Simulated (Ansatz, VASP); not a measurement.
# Two plane-wave programs on C3O

```xyz
4
Lattice="1.1660 -3.1846 0.0000 1.1660 3.1846 0.0000 0.0000 0.0000 4.6853" Properties=species:S:1:pos:R:3 pbc="T T T"
C     1.1660    0.0000    3.3286
C     0.0000    0.0000    2.3427
C     1.1660    0.0000    1.3567
O     0.0000    0.0000    0.0000
```

Change from the starting cell: species swapped into the AlV3 type (Cmmm, No. 65).

Alike in both runs: functional PBE; dispersion D3(BJ); k mesh 20 × 20 × 10; occupations gaussian, width 0.1 eV; no spin polarisation.

Ansatz relaxed the structure, and its values are those at the end. VASP's run is a single point on that final structure, the one shown.

```csv
,VASP,Ansatz
version,VASP 6.6.1,Ansatz 0.2.0
potentials or method,"VASP PAW PBE potentials, release 64 (C, O), cutoff 520 eV","scalar-relativistic, plane waves, PAW"
valence electrons in the cell,18,18
```

```tsv
	VASP	Ansatz	Ansatz less VASP
gap on the k mesh at the Fermi level (eV)	none	none	-
pressure (GPa)	0.2	0.0	-0.20
rms of the force components (eV/Å)	0.017	0.000	-0.0174
```

A gap of «none» marks a metal or a gap that the smearing closes.
